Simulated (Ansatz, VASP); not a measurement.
## LiH in VASP and in Ansatz

```
Li H
1.0
     0.00000    2.03675    2.03675
     2.03675    0.00000    2.03675
     2.03675    2.03675    0.00000
Li H
1 1
Direct
  0.00000 0.00000 0.00000
  0.50000 0.50000 0.50000
```

Alike in both runs: task single point; functional r2SCAN; k mesh 11 × 11 × 11; occupations fermi-dirac, width 0.05 eV; no spin polarisation.

|  | VASP | Ansatz |
| --- | --- | --- |
| version | VASP 6.6.1 | Ansatz 0.2.0 |
| potentials or method | VASP PAW PBE potentials, release 64 (Li_sv, H) | Ansatz PAW |
| plane-wave cutoff (eV) | 520 | 500 |
| valence electrons in the cell | 4 | 4 |

```csv
,VASP,Ansatz,Ansatz less VASP
gap on the k mesh at the Fermi level (eV),3.80,3.85,+0.046
least direct gap on the mesh (eV),3.80,3.85,+0.046
```

VASP's potentials were made for PBE, not for r2SCAN.

Noted on VASP's run: the cutoff is short for stress, so the pressure is rough. Noted on Ansatz's run: odd divisions of the mesh miss points on the zone boundary, where band edges often lie, so the gap on the mesh can be too wide.
